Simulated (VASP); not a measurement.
# MgAu (Pm-3m) in VASP: further runs

The runs below take MgAu through electric field gradients, with LDA.

Program: VASP 6.6.1. These are calculated values, not measurements. Logs are shortened: lines on timing, memory, paths and dates and some standing lists are left out, and cuts for length are marked.

**1. The cell of the first run**

It takes space group Pm-3m (No. 221, cubic). Conventional cell: a = 3.302 Å, b = 3.302 Å, c = 3.302 Å, α = 90.00°, β = 90.00°, γ = 90.00°. Mg (site symmetry m-3m) has 8 Au at 2.86 Å and 6 Mg at 3.30 Å within 3.8 Å. Au (site symmetry m-3m) has 8 Mg at 2.86 Å and 6 Au at 3.30 Å within 3.8 Å.

**2. Electric field gradients, LDA (volume scaled by 1.04)**

INCAR

```
SYSTEM = MgAu
PREC     = Accurate       ! precision mode
ENCUT    = 520            ! plane-wave cutoff, eV
EDIFF    = 1E-8           ! SCF threshold, eV
ISMEAR   = -1             ! smearing method
SIGMA    = 0.05           ! smearing width, eV
LREAL    = .FALSE.        ! projectors in reciprocal space
LASPH    = .TRUE.         ! aspherical terms in the spheres
NELM     = 60             ! most SCF steps
ALGO     = Normal         ! electronic algorithm
ISIF     = 2              ! what is computed and relaxed
LWAVE    = .FALSE.        ! write WAVECAR
LCHARG   = .FALSE.        ! write CHGCAR
GGA      = CA             ! functional
LEFG     = .TRUE.       
NBANDS   = 14             ! bands
```

KPOINTS

```
Automatic mesh
0
G
  13 13 13
  0 0 0
```

POSCAR

```
MgAu
1.0
    3.3018864970      0.0000000000      0.0000000000
    0.0000000000      3.3018864970      0.0000000000
    0.0000000000      0.0000000000      3.3018864970
Mg Au
1 1
Direct
    0.5000000000      0.5000000000      0.5000000000
    0.0000000000      0.0000000000      0.0000000000
```

Potentials or basis: VASP PAW LDA potentials, release 64 (Mg, Au).

Launch:

```bash
$ cat potpaw_LDA.64/Mg/POTCAR potpaw_LDA.64/Au/POTCAR > POTCAR
$ mpirun -np 1 vasp_std > vasp.out
```

OUTCAR:

```text
SYSTEM = MgAu
   PREC = Accurate
   ENCUT = 520
   EDIFF = 1E-8
   ISMEAR = -1
   LREAL = .FALSE.
   LASPH = .TRUE.
   NELM = 60
   ISIF = 2
   GGA = CA

 ion  position               nearest neighbor table
   1  0.500  0.500  0.500-   2 2.86   2 2.86   2 2.86   2 2.86   2 2.86   2 2.86   2 2.86   2 2.86

   2  0.000  0.000  0.000-   1 2.86   1 2.86   1 2.86   1 2.86   1 2.86   1 2.86   1 2.86   1 2.86

  LATTYP: Found a simple cubic cell.
 ALAT       =     3.3018864970

  Lattice vectors:

 A1 = (   3.3018864970,   0.0000000000,   0.0000000000)
 A2 = (   0.0000000000,   3.3018864970,   0.0000000000)
 A3 = (   0.0000000000,   0.0000000000,   3.3018864970)

Analysis of symmetry for initial positions (statically):
=====================================================================
 Subroutine PRICEL returns:
 Original cell was already a primitive cell.

 Routine SETGRP: Setting up the symmetry group for a
 simple cubic supercell.

 Subroutine GETGRP returns: Found 48 space group operations
 (whereof 48 operations were pure point group operations)
 out of a pool of 48 trial point group operations.

The static configuration has the point symmetry O_h .

Analysis of symmetry for dynamics (positions and initial velocities):
=====================================================================
 Subroutine PRICEL returns:
 Original cell was already a primitive cell.

 Routine SETGRP: Setting up the symmetry group for a
 simple cubic supercell.

 Subroutine GETGRP returns: Found 48 space group operations
 (whereof 48 operations were pure point group operations)
 out of a pool of 48 trial point group operations.

The dynamic configuration has the point symmetry O_h .

 Subroutine INISYM returns: Found 48 space group operations
 (whereof 48 operations are pure point group operations),
 and found     1 'primitive' translations

----------------------------------------------------------------------------------------

                                     Primitive cell

  volume of cell :      35.9987

  direct lattice vectors                    reciprocal lattice vectors
     3.301886497  0.000000000  0.000000000     0.302857170  0.000000000  0.000000000
     0.000000000  3.301886497  0.000000000     0.000000000  0.302857170  0.000000000
     0.000000000  0.000000000  3.301886497     0.000000000  0.000000000  0.302857170

  length of vectors
     3.301886497  3.301886497  3.301886497     0.302857170  0.302857170  0.302857170

  position of ions in fractional coordinates (direct lattice)
     0.500000000  0.500000000  0.500000000
     0.000000000  0.000000000  0.000000000

  ion indices of the primitive-cell ions
   primitive index   ion index
                 1           1
                 2           2

----------------------------------------------------------------------------------------

 KPOINTS: Automatic mesh

Automatic generation of k-mesh.
 Grid dimensions read from file:
 generate k-points for:   13   13   13

 Generating k-lattice:

  Cartesian coordinates                     Fractional coordinates (reciprocal lattice)
     0.023296705  0.000000000  0.000000000     0.076923077  0.000000000  0.000000000
     0.000000000  0.023296705  0.000000000     0.000000000  0.076923077  0.000000000
     0.000000000  0.000000000  0.023296705     0.000000000  0.000000000  0.076923077

  Length of vectors
     0.023296705  0.023296705  0.023296705

  Shift w.r.t. Gamma in fractional coordinates (k-lattice)
     0.000000000  0.000000000  0.000000000

 Subroutine IBZKPT returns following result:
 ===========================================

 Found     84 irreducible k-points:

 Following reciprocal coordinates:
            Coordinates               Weight
  0.000000  0.000000  0.000000      1.000000
  0.076923  0.000000  0.000000      6.000000
  0.153846  0.000000  0.000000      6.000000
  0.230769  0.000000  0.000000      6.000000
  0.307692  0.000000  0.000000      6.000000
  0.384615  0.000000  0.000000      6.000000
[... 16 lines left out ...]
  0.307692  0.307692  0.000000     12.000000
  0.384615  0.307692  0.000000     24.000000
 [... further k-points ...]
   k-points           NKPTS =     84   k-points in BZ     NKDIM =     84   number of bands    NBANDS=     14
   number of dos      NEDOS =    301   number of ions     NIONS =      2
   total plane-waves  NPLWV =  21952
   dimension x,y,z NGX =    28 NGY =   28 NGZ =   28
   dimension x,y,z NGXF=    56 NGYF=   56 NGZF=   56
   ions per type =               1   1
   NGX,Y,Z   is equivalent  to a cutoff of  14.10, 14.10, 14.10 a.u.
   NGXF,Y,Z  is equivalent  to a cutoff of  28.20, 28.20, 28.20 a.u.
 SYSTEM =  MgAu
   PREC   = accura    normal or accurate (medium, high low for compatibility)
   ISTART =      0    job   : 0-new  1-cont  2-samecut
   ICHARG =      2    charge: 1-file 2-atom 10-const
   ISPIN  =      1    spin polarized calculation?
   LNONCOLLINEAR =      F non collinear calculations
   LSORBIT =      F    spin-orbit coupling
   LASPH  =      T    aspherical Exc in radial PAW
   ENCUT  =  520.0 eV  38.22 Ry    6.18 a.u.   6.14  6.14  6.14*2*pi/ulx,y,z
   NELM   =     60;   NELMIN=  2; NELMDL= -5     # of ELM steps
   EDIFF  = 0.1E-07   stopping-criterion for ELM
   LREAL  =      F    real-space projection
   EDIFFG = 0.1E-06   stopping-criterion for IOM
   NSW    =      0    number of steps for IOM
   IBRION =     -1    ionic relax: 0-MD 1-quasi-New 2-CG
   NFREE  =      0    steps in history (QN), initial steepest desc. (CG)
   ISIF   =      2    stress and relaxation
   ISYM   =      2    0-nonsym 1-usesym 2-fastsym
   POTIM  = 0.5000    time-step for ionic-motion
   TEBEG  =    0.0;   TEEND  =   0.0 temperature during run
   PSTRESS=    0.0 pullay stress
   NELECT =      13.0000    total number of electrons
   NUPDOWN=      -1.0000    fix difference up-down
   EMIN   =  10.00;   EMAX   =-10.00  energy-range for DOS
   EFERMI =   0.00;   METHOD = LEGACY
   ISMEAR =    -1;   SIGMA  =   0.05  broadening in eV -4-tet -1-fermi 0-gaus
   EFERMI_NEDOS =   21; number of points for ismear=-14 and -15
   IALGO  =     38    algorithm
   IMIX   =      4    mixing-type and parameters
     AMIX     =   0.40;   BMIX     =  1.00
     AMIX_MAG =   1.60;   BMIX_MAG =  1.00
  volume/ion in A,a.u.               =      18.00       121.47
  Fermi-wavevector in a.u.,A,eV,Ry     =   1.165808  2.203058 18.491800  1.359109
  Thomas-Fermi vector in A             =   2.302329
   LORBIT       =      0    0 simple, 1 ext, 2 COOP (PROOUT), +10 PAW based schemes
   GGA     = CA    functional components
   LHFCALC =     F    Hartree Fock is set to
   AEXX    =    0.0000 exact exchange contribution
   IVDW    =     0    specifies the selected vdW correction
   LEPSILON=     F    determine dielectric tensor
   LRPA    =     F    only Hartree local field effects (RPA)
 non-spin polarized calculation
  energy-cutoff  :      520.00
  volume of cell :       36.00
 maximum number of plane-waves:       984
 NGX is ok and might be reduce to    28
   NGX = 13   NGY = 13   NGZ = 13

 number of electron      13.0000000 magnetization

 Free energy of the ion-electron system (eV)
  ---------------------------------------------------
  ext. energy  EPLUGINS =         0.00000000
  ---------------------------------------------------
  free energy    TOTEN  =        -7.55378826 eV

  energy without entropy =       -7.54770700  energy(sigma->0) =       -7.55074763

 E-fermi :   6.2201     XC(G=0): -11.0772

 val. band max:        6.2034432004   @ k =   0.3077   0.0769   0.0000
 cond. band min:       6.2242701192   @ k =   0.4615   0.4615   0.0769
 fundamental gap:      0.0208269188
 Fermi energy:         6.2200627846

 k-point     1 :       0.0000    0.0000    0.0000
  band No.  band energies     occupation
      1      -2.6145      2.00000
      2       0.6428      2.00000
      3       0.6428      2.00000
      4       2.2835      2.00000
      5       2.2835      2.00000
      6       2.2835      2.00000
      7      11.5020      0.00000
      8      11.5020      0.00000
      9      11.5020      0.00000
     10      15.0558      0.00000
     11      15.0558      0.00000
     12      15.8336      0.00000
     13      23.5419      0.00000
     14      23.5419      0.00000

 k-point     2 :       0.0769    0.0000    0.0000
  band No.  band energies     occupation
      1      -2.5224      2.00000
      2       0.6572      2.00000
      3       0.6855      2.00000
      4       2.2413      2.00000
      5       2.2413      2.00000
      6       2.2882      2.00000
      7      10.6850      0.00000
      8      11.6277      0.00000
      9      11.6277      0.00000
     10      14.9806      0.00000
     11      15.3912      0.00000
     12      16.4777      0.00000
     13      23.0721      0.00000
     14      23.0721      0.00000

 k-point     3 :       0.1538    0.0000    0.0000
  band No.  band energies     occupation
      1      -2.2528      2.00000
      2       0.6976      2.00000
      3       0.8099      2.00000
      4       2.1281      2.00000
      5       2.1281      2.00000
      6       2.3013      2.00000
      7       9.1675      0.00000
      8      11.9889      0.00000
      9      11.9889      0.00000
     10      14.7731      0.00000
     11      15.6276      0.00000
     12      18.2409      0.00000
     13      21.9511      0.00000
     14      21.9511      0.00000
[... 324 lines left out ...]
 k-point    23 :       0.3077    0.3077    0.0000
  band No.  band energies     occupation
      1      -0.1896      2.00000
      2       0.7846      2.00000
      3       1.7764      2.00000
      4       1.8690      2.00000
      5       1.8764      2.00000
      6       1.9085      2.00000
      7       7.0044      0.00000
      8       8.0052      0.00000
      9      13.0042      0.00000
     10      15.1071      0.00000
     11      16.8367      0.00000
     12      19.1296      0.00000
     13      19.6004      0.00000
     14      21.2941      0.00000

 k-point    24 :       0.3846    0.3077    0.0000
  band No.  band energies     occupation
      1       0.1360      2.00000
      2       0.6564      2.00000
      3       1.7733      2.00000
      4       1.8497      2.00000
      5       1.9136      2.00000
      6       2.5071      2.00000
      7       5.8799      1.99778
      8       8.2988      0.00000
      9      12.0692      0.00000
     10      15.9356      0.00000
     11      16.9070      0.00000
     12      18.4739      0.00000
     13      19.1913      0.00000
     14      21.3625      0.00000

 [... further k-points ...]
[... 5 lines left out ...]
  --------------------------------------------------------------------------------------
  -------------------------------------------------------------------------------------
  Total       -1.5497542     -1.5497542     -1.5497542     -0.0000000     -0.0000000      0.0000000
  in kB      -68.9742496    -68.9742496    -68.9742496     -0.0000000     -0.0000000      0.0000000
  external PRESSURE =     -68.9742496 kB  Pullay stress =       0.0000000 kB

 VOLUME and BASIS-vectors are now :
 -----------------------------------------------------------------------------
  energy-cutoff  :      520.00
  volume of cell :       36.00
      direct lattice vectors                 reciprocal lattice vectors
     3.301886497  0.000000000  0.000000000     0.302857170  0.000000000  0.000000000
     0.000000000  3.301886497  0.000000000     0.000000000  0.302857170  0.000000000
     0.000000000  0.000000000  3.301886497     0.000000000  0.000000000  0.302857170

 POSITION                                       TOTAL-FORCE (eV/Angst)
 -----------------------------------------------------------------------------------
      1.65094      1.65094      1.65094         0.000000      0.000000      0.000000
      0.00000      0.00000      0.00000         0.000000      0.000000      0.000000
 -----------------------------------------------------------------------------------
    total drift:                               -0.000000     -0.000000     -0.000000

  FREE ENERGIE OF THE ION-ELECTRON SYSTEM (eV)
  ---------------------------------------------------
  free  energy   TOTEN  =        -7.5537882630 eV

  energy  without entropy=       -7.5477070016  energy(sigma->0) =       -7.55074763

 Electric field gradients (V/A^2)
---------------------------------------------------------------------
 ion       V_xx      V_yy      V_zz      V_xy      V_xz      V_yz
---------------------------------------------------------------------
   1      -0.000     0.000     0.000    -0.000    -0.000     0.000
   2       0.000    -0.000    -0.000    -0.000    -0.000    -0.000
---------------------------------------------------------------------

 Electric field gradients after diagonalization (V/A^2)
 (convention: |V_zz| > |V_xx| > |V_yy|)
----------------------------------------------------------------------
 ion       V_xx      V_yy      V_zz     asymmetry (V_yy - V_xx)/ V_zz
----------------------------------------------------------------------
   1      -0.000     0.000     0.000       0.231
   2      -0.000     0.000    -0.000      -0.672
----------------------------------------------------------------------

           NMR quadrupolar parameters

 Cq : quadrupolar parameter    Cq=e*Q*V_zz/h
 eta: asymmetry parameters     (V_yy - V_xx)/ V_zz
 Q  : nuclear electric quadrupole moment in mb (millibarn)
----------------------------------------------------------------------
 ion       Cq(MHz)       eta       Q (mb)
----------------------------------------------------------------------
   1       0.000       0.231       1.000
   2      -0.000      -0.672       1.000
----------------------------------------------------------------------
```

Run time: 38 s. Hardware: 1 thread of Intel Xeon Platinum 8375C at 2.90GHz (Ice Lake), shared host; peak memory 0.17 GiB.

What came out:

```
Free energy : -7.5538 eV
Pressure    : -6.9 GPa
```

Caveat: without QUAD_EFG the Cq values of the log hold for a quadrupole moment of 1 mb, not for the nuclei; spin-orbit coupling is left out, which moves the levels of the heavy elements.

[end of part 1 of 2]
